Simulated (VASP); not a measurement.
Write the native input for VASP 6.6.1 that does the following.

* Task: single point
* Functional: PBE
* Potentials or basis: VASP PAW PBE potentials, release 64 (Pb_d, Se)
* Cutoff: 520 eV
* k mesh: 6 × 6 × 6
* Occupations: gaussian, width 0.01 eV
* Spin: no spin polarisation
* Dipole correction: no
* Further INCAR settings: ALGO = Normal; EDIFF = 1e-06; NBANDS = 17

The structure of PbSe (Clausthalite) lies in POSCAR:

```
PbSe
1.0
    0.0000000000      3.0876174688      3.0876174688
    3.0876174688      0.0000000000      3.0876174688
    3.0876174688      3.0876174688      0.0000000000
Pb Se
1 1
Direct
    0.0000000000      0.0000000000      0.0000000000
    0.5000000000      0.5000000000      0.5000000000
```

These files were run (other wordings do the same):

INCAR

```
PREC = Accurate ; ENCUT = 520
EDIFF = 1E-6 ; ISMEAR = 0
SIGMA = 0.01 ; LREAL = F
LASPH = T ; NELM = 60
ALGO = Normal ; ISIF = 2
LWAVE = F ; LCHARG = T
GGA = PE ; LELF = T
LVHAR = T ; NBANDS = 17
```

KPOINTS

```
Automatic mesh
0
Gamma
  6 6 6
```

Potentials or basis: VASP PAW PBE potentials, release 64 (Pb_d, Se).

Run with:

```sh
$ cat potpaw_PBE.64/Pb_d/POTCAR potpaw_PBE.64/Se/POTCAR > POTCAR
$ mpirun -np 1 vasp_std > vasp.out
```

It gave:

* Pressure: 0.9 GPa
* Band gap on the k mesh: 0.38 eV, direct

Caveat: spin-orbit coupling is left out, which moves the levels of the heavy elements.

Wall time 7 s on 1 thread of Intel Xeon 6975P-C, on a shared host, peak memory 0.18 GiB.
